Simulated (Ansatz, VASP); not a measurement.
# MgCd3Se4 in VASP and in Ansatz

```xyz
8
Lattice="4.0700 2.3498 3.3228 -4.0700 2.3498 3.3228 0.0000 -4.6997 3.3228" Properties=species:S:1:pos:R:3 pbc="T T T"
Mg    0.0000    0.0000    4.9842
Cd    0.0000    2.3498    3.3228
Cd   -2.0350   -1.1749    3.3228
Cd    2.0350   -1.1749    3.3228
Se    0.0000   -2.3498    1.6614
Se    2.0350    1.1749    1.6614
Se   -2.0350    1.1749    1.6614
Se    0.0000    0.0000    0.0000
```

Alike in both runs: functional PBE; k mesh 2 × 2 × 2; occupations gaussian, width 0.15 eV; no spin polarisation.

Ansatz relaxed the structure, and its values are those at the end. VASP's run is a single point on that final structure, the one shown.

|  | VASP | Ansatz |
| --- | --- | --- |
| version | VASP 6.6.1 | Ansatz 0.2.0 |
| potentials or method | VASP PAW PBE potentials, release 64 (Mg, Cd, Se), cutoff 600 eV | scalar-relativistic, plane waves, PAW |
| valence electrons in the cell | 62 | 134 |

```tsv
	VASP	Ansatz	Ansatz less VASP
gap on the k mesh at the Fermi level (eV)	none	none	-
pressure (GPa)	0.1	0.0	-0.08
```

A gap of «none» marks a metal or a gap that the smearing closes. VASP's potentials hold 62 valence electrons a cell and Ansatz's 134, so a difference there can come from the potentials and not from the codes.

The k mesh is coarse, so the values compare programs but aren't converged.
